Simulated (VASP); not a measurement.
# FePt2 (P-62m) in VASP: a series of runs

The runs below take FePt2 through single point, with PBE.

All numbers are computed with VASP 6.6.1; they aren't measurements. Logs are shortened: lines on timing, memory, paths and dates and some standing lists are left out, and cuts for length are marked.

## 1. The cell of the first run

It takes space group P-62m (No. 189, hexagonal). Conventional cell: a = 4.792 Å, b = 4.792 Å, c = 4.378 Å, α = 90.00°, β = 90.00°, γ = 120.00°. Fe (site symmetry -6) has 9 Pt at 2.71 to 2.77 Å and 3 Fe at 2.77 Å within 3.6 Å. Pt (site symmetry m2m) has 4 Fe at 2.71 Å and 8 Pt at 2.71 to 2.77 Å within 3.6 Å. Within 3.6 Å of Pt (site symmetry -62m) lie 6 Pt at 2.71 Å and 6 Fe at 2.77 Å.

## 2. Single point, PBE, collinear spin, ferromagnetic start

Input file INCAR:

```
PREC = Accurate
ENCUT = 520
EDIFF = 1E-7
ISMEAR = 0
SIGMA = 0.1
LREAL = False
LASPH = True
NELM = 150
ALGO = Fast
ISIF = 2
LWAVE = False
LCHARG = False
ISPIN = 2
MAGMOM = 4 4 0 0 0 0
LORBIT = 11
LMAXMIX = 4
GGA = PE
NBANDS = 41
```

Input file KPOINTS:

```
regular mesh
0
Gamma
  6 6 4
```

Input file POSCAR:

```
FePt2
1.0
    4.7922431200      0.0000000000      0.0000000000
   -2.3961215600      4.1502042800      0.0000000000
    0.0000000000      0.0000000000      4.3776190700
Fe Pt
2 4
Direct
    0.6666666700      0.3333333300      0.5000000000
    0.3333333300      0.6666666700      0.5000000000
    0.6666666700      0.0000000000      0.0000000000
    0.3333333300      0.3333333300      0.0000000000
    0.0000000000      0.6666666700      0.0000000000
    0.0000000000      0.0000000000      0.5000000000
```

Potentials or basis: VASP PAW PBE potentials, release 64 (Fe, Pt).

Launch:

```sh
> cat potpaw_PBE.64/Fe/POTCAR potpaw_PBE.64/Pt/POTCAR > POTCAR
> mpirun -np 1 vasp_std > vasp.out
```

OUTCAR:

```text
PREC = Accurate
   ENCUT = 520
   EDIFF = 1E-7
   ISMEAR = 0
   LREAL = False
   LASPH = True
   NELM = 150
   ISIF = 2
   ISPIN = 2
   LORBIT = 11
   GGA = PE

 ion  position               nearest neighbor table
   1  0.667  0.333  0.500-   3 2.71   3 2.71   5 2.71   5 2.71   4 2.71   4 2.71   2 2.77   6 2.77
                             2 2.77   6 2.77   6 2.77   2 2.77
   2  0.333  0.667  0.500-   5 2.71   5 2.71   3 2.71   3 2.71   4 2.71   4 2.71   1 2.77   6 2.77
                             1 2.77   6 2.77   6 2.77   1 2.77
   3  0.667  0.000  0.000-   1 2.71   1 2.71   6 2.71   6 2.71   2 2.71   2 2.71   4 2.77   5 2.77
                             5 2.77   4 2.77   4 2.77   5 2.77
   4  0.333  0.333  0.000-   6 2.71   6 2.71   2 2.71   2 2.71   1 2.71   1 2.71   5 2.77   3 2.77
                             3 2.77   5 2.77   3 2.77   5 2.77
   5  0.000  0.667  0.000-   6 2.71   6 2.71   2 2.71   2 2.71   1 2.71   1 2.71   4 2.77   3 2.77
                             3 2.77   4 2.77   3 2.77   4 2.77
   6  0.000  0.000  0.500-   4 2.71   5 2.71   4 2.71   5 2.71   3 2.71   3 2.71   1 2.77   2 2.77
                             2 2.77   1 2.77   1 2.77   2 2.77

  LATTYP: Found a hexagonal cell.
 ALAT       =     4.7922431200
 C/A-ratio  =     0.9134801721

  Lattice vectors:

 A1 = (   4.7922431200,   0.0000000000,   0.0000000000)
 A2 = (  -2.3961215600,   4.1502042800,   0.0000000000)
 A3 = (   0.0000000000,   0.0000000000,   4.3776190700)

Analysis of symmetry for initial positions (statically):
=====================================================================
 Subroutine PRICEL returns:
 Original cell was already a primitive cell.

 Routine SETGRP: Setting up the symmetry group for a
 hexagonal supercell.

 Subroutine GETGRP returns: Found 12 space group operations
 (whereof 12 operations were pure point group operations)
 out of a pool of 24 trial point group operations.

The static configuration has the point symmetry D_3h.

Analysis of symmetry for dynamics (positions and initial velocities):
=====================================================================
 Subroutine PRICEL returns:
 Original cell was already a primitive cell.

 Routine SETGRP: Setting up the symmetry group for a
 hexagonal supercell.

 Subroutine GETGRP returns: Found 12 space group operations
 (whereof 12 operations were pure point group operations)
 out of a pool of 24 trial point group operations.

The dynamic configuration has the point symmetry D_3h.

Analysis of structural, dynamic, and magnetic symmetry:
=====================================================================
 Subroutine PRICEL returns:
 Original cell was already a primitive cell.

[... 154 lines left out ...]
  ---------------------------------------------------
  ext. energy  EPLUGINS =         0.00000000
  ---------------------------------------------------
  free energy    TOTEN  =       -41.73757628 eV

  energy without entropy =      -41.72156657  energy(sigma->0) =      -41.72957143

 E-fermi :   9.4741     XC(G=0): -13.0876

 val. band max:        9.4406297903   @ k =   0.3333   0.3333   0.0000
 cond. band min:       9.5177108451   @ k =   0.3333  -0.0000   0.0000
 fundamental gap:      0.0770810549
 Fermi energy:         9.4741325149

 spin component 1

 k-point     1 :       0.0000    0.0000    0.0000
  band No.  band energies     occupation
      1      -0.4023      1.00000
      2       2.6443      1.00000
      3       3.6376      1.00000
      4       3.6376      1.00000
      5       3.9528      1.00000
      6       4.2527      1.00000
[... 892 lines left out ...]
     39      19.4363      0.00000
     40      19.5339      0.00000
 Fermi energy:         9.4741325149

 spin component 2

 k-point     1 :       0.0000    0.0000    0.0000
  band No.  band energies     occupation
      1      -0.3116      1.00000
      2       2.9456      1.00000
      3       4.0575      1.00000
      4       4.0575      1.00000
      5       4.2286      1.00000
      6       4.5193      1.00000
[... 892 lines left out ...]
     39      19.9483      0.00000
     40      19.9747      0.00000
 [bands above 40 left out]

------------------------ aborting loop because EDIFF is reached ----------------------------------------

  FORCE on cell =-STRESS in cart. coord.  units (eV):
  Direction    XX          YY          ZZ          XY          YZ          ZX
  --------------------------------------------------------------------------------------
  -------------------------------------------------------------------------------------
  Total        0.5492431      0.5492431      3.8722163      0.0000000      0.0000000     -0.0000000
  in kB       10.1071539     10.1071539     71.2564044      0.0000000      0.0000000     -0.0000000
  external PRESSURE =      30.4902374 kB  Pullay stress =       0.0000000 kB

 VOLUME and BASIS-vectors are now :
 -----------------------------------------------------------------------------
  energy-cutoff  :      520.00
  volume of cell :       87.07
      direct lattice vectors                 reciprocal lattice vectors
     4.792243120  0.000000000  0.000000000     0.208670548  0.120475997  0.000000000
    -2.396121560  4.150204280  0.000000000     0.000000000  0.240951995  0.000000000
     0.000000000  0.000000000  4.377619070     0.000000000  0.000000000  0.228434677

 POSITION                                       TOTAL-FORCE (eV/Angst)
 -----------------------------------------------------------------------------------
      2.39612      1.38340      2.18881        -0.000000      0.000000      0.000000
     -0.00000      2.76680      2.18881        -0.000000      0.000000      0.000000
      3.19483      0.00000      0.00000        -0.714542     -0.000000      0.000000
      0.79871      1.38340      0.00000         0.357271      0.618812      0.000000
     -1.59741      2.76680      0.00000         0.357271     -0.618812     -0.000000
      0.00000      0.00000      2.18881        -0.000000      0.000000      0.000000
 -----------------------------------------------------------------------------------
    total drift:                                0.000000      0.000001      0.000000

  FREE ENERGIE OF THE ION-ELECTRON SYSTEM (eV)
  ---------------------------------------------------
  free  energy   TOTEN  =       -41.7375762817 eV

  energy  without entropy=      -41.7215665734  energy(sigma->0) =      -41.72957143

 total charge

# of ion       s       p       d       tot
------------------------------------------
    1        0.389   0.420   6.089   6.898
    2        0.389   0.420   6.089   6.898
    3        0.672   0.640   8.042   9.355
    4        0.672   0.640   8.042   9.355
    5        0.672   0.640   8.042   9.355
    6        0.681   0.618   8.075   9.374
--------------------------------------------------
tot          3.477   3.378  44.380  51.234

 magnetization (x)

# of ion       s       p       d       tot
------------------------------------------
    1        0.008  -0.004   3.081   3.084
    2        0.008  -0.004   3.081   3.084
    3       -0.009  -0.036   0.401   0.357
    4       -0.009  -0.036   0.401   0.357
    5       -0.009  -0.036   0.401   0.357
    6       -0.023  -0.051   0.450   0.376
--------------------------------------------------
tot         -0.033  -0.168   7.815   7.614
```

It took 1.9 min on 1 thread of Intel Xeon Platinum 8488C (Sapphire Rapids), shared host; peak memory 0.3 GiB.

What came out:

| Property | Result |
| --- | --- |
| Free energy | -41.7376 eV |
| Pressure | 3.0 GPa |
| Largest force | 0.715 eV/Å |
| Net moment | 7.65 μB per cell |
| Site moments | Fe +3.08; Pt +0.36, +0.38 (each value once) μB |
| Valence electrons inside the program's atomic spheres | Fe 6.90; Pt 9.36, 9.37 (each value once) |

Forces in eV/Å, atoms in the order of the input:
```
Fe   0.000  0.000  0.000
Fe   0.000  0.000  0.000
Pt  -0.715  0.000  0.000
Pt   0.357  0.619  0.000
Pt   0.357 -0.619  0.000
Pt   0.000  0.000  0.000
```

Levels at points of the mesh, in eV from the Fermi level:
Spin up:
| k point | band 29 | band 30 | band 31 | band 32 | band 33 | band 34 | band 35 | band 36 |
| --- | --- | --- | --- | --- | --- | --- | --- | --- |
| (0.00, 0.00, 0.00) | -1.04 | -0.65 | -0.65 | -0.34 | 3.30 | 3.30 | 4.06 | 4.32 |
| (0.50, 0.00, 0.00) | -1.06 | -0.64 | -0.49 | -0.12 | 1.09 | 3.07 | 5.27 | 5.80 |
| (0.00, 0.00, 0.50) | -1.21 | -0.82 | -0.74 | -0.74 | 4.64 | 4.64 | 5.77 | 5.77 |
| (0.50, 0.00, 0.50) | -1.00 | -0.77 | -0.25 | -0.14 | -0.13 | -0.05 | 1.10 | 1.29 |
Spin down:
```csv
k point,band 20,band 21,band 22,band 23,band 24,band 25,band 26,band 27,band 28,band 29
"(0.00, 0.00, 0.00)",-1.39,-1.39,-0.26,-0.23,-0.23,0.40,0.60,0.60,0.69,0.69
"(0.50, 0.00, 0.00)",-1.39,-1.11,-1.02,-0.61,-0.41,-0.16,0.15,0.40,0.93,0.97
"(0.00, 0.00, 0.50)",-1.62,-1.32,-1.32,-0.50,-0.50,0.23,0.23,0.38,0.38,0.74
"(0.50, 0.00, 0.50)",-1.34,-1.04,-0.69,-0.61,-0.11,0.15,0.23,0.65,0.76,0.86
```

Caveat: the cell stands under pressure; spin-orbit coupling is left out, which moves the levels of the heavy elements.

## 3. Single point, PBE, collinear spin, ferromagnetic start

This run uses another cell than the first one, of 14.71 Å³/atom.

Input file INCAR:

```
SYSTEM = FePt2
  ALGO = Fast
  EDIFF = 1E-7
  ENCUT = 520
  GGA = PE
  ISIF = 2
  ISMEAR = 0
  ISPIN = 2
  LASPH = .True.
  LCHARG = .False.
  LMAXMIX = 4
  LORBIT = 11
  LREAL = .False.
  LWAVE = .False.
  MAGMOM = 4 4 0 0 0 0
  NBANDS = 41
  NELM = 150
  PREC = Accurate
  SIGMA = 0.1
```

Input file KPOINTS:

```
k-points
0
Gamma
  6 6 4
  0 0 0
```

Input file POSCAR:

```
FePt2
1.0
    4.7792417697      0.0000000000      0.0000000000
   -2.3896208848      4.1389447834      0.0000000000
    0.0000000000      0.0000000000      4.4620253039
Fe Pt
2 4
Direct
    0.6666666667      0.3333333333      0.5000000000
    0.3333333333      0.6666666667      0.5000000000
    0.6588355009      0.0000000000      0.0000000000
    0.3411644991      0.3411644991      0.0000000000
    0.0000000000      0.6588355009      0.0000000000
    0.0000000000      0.0000000000      0.5000000000
```

Potentials or basis: VASP PAW PBE potentials, release 64 (Fe, Pt).

Launch:

```sh
> cat potpaw_PBE.64/Fe/POTCAR potpaw_PBE.64/Pt/POTCAR > POTCAR
> mpirun -np 1 vasp_std > vasp.out
```

Wall time 2.1 min (1 thread of Intel Xeon Platinum 8488C (Sapphire Rapids), shared host); peak memory 0.3 GiB.

Results (log left out):

| Property | Result |
| --- | --- |
| Free energy | -41.8100 eV |
| Pressure | -0.5 GPa |
| Largest force | 0.015 eV/Å |
| Net moment | 7.64 μB per cell |
| Site moments | Fe +3.10; Pt +0.34, +0.38 (each value once) μB |
| Valence electrons inside the program's atomic spheres | Fe 6.88; Pt 9.32, 9.30 (each value once) |

Forces in eV/Å, atoms in the order of the input:
```
Fe   0.000  0.000  0.000
Fe   0.000  0.000  0.000
Pt   0.015  0.000  0.000
Pt  -0.008 -0.013  0.000
Pt  -0.008  0.013  0.000
Pt   0.000  0.000  0.000
```

Stress tensor (GPa, compression positive):
```
-0.56  0.00  0.00
 0.00 -0.56  0.00
 0.00  0.00 -0.47
```

Levels at points of the mesh, in eV from the Fermi level:
Spin up:
| k point | band 28 | band 29 | band 30 | band 31 | band 32 | band 33 | band 34 | band 35 | band 36 | band 37 |
| --- | --- | --- | --- | --- | --- | --- | --- | --- | --- | --- |
| (0.00, 0.00, 0.00) | -1.10 | -1.07 | -0.77 | -0.77 | -0.52 | 3.35 | 3.35 | 4.06 | 4.25 | 4.58 |
| (0.50, 0.00, 0.00) | -1.11 | -1.09 | -0.74 | -0.56 | -0.06 | 1.08 | 3.09 | 5.13 | 5.46 | 5.55 |
| (0.00, 0.00, 0.50) | -1.20 | -1.20 | -0.83 | -0.80 | -0.80 | 4.69 | 4.69 | 5.81 | 5.81 | 5.90 |
| (0.50, 0.00, 0.50) | -1.15 | -1.01 | -0.65 | -0.39 | -0.28 | -0.18 | 0.00 | 1.09 | 1.26 | 5.90 |
Spin down:
```csv
k point,band 21,band 22,band 23,band 24,band 25,band 26,band 27,band 28
"(0.00, 0.00, 0.00)",-1.30,-0.45,-0.29,-0.29,0.33,0.52,0.52,0.56
"(0.50, 0.00, 0.00)",-1.20,-1.03,-0.58,-0.42,-0.30,0.21,0.42,0.82
"(0.00, 0.00, 0.50)",-1.42,-1.42,-0.54,-0.54,0.17,0.17,0.43,0.43
"(0.50, 0.00, 0.50)",-1.02,-0.63,-0.57,-0.14,0.15,0.28,0.63,0.72
```

Caveat: spin-orbit coupling is left out, which moves the levels of the heavy elements.
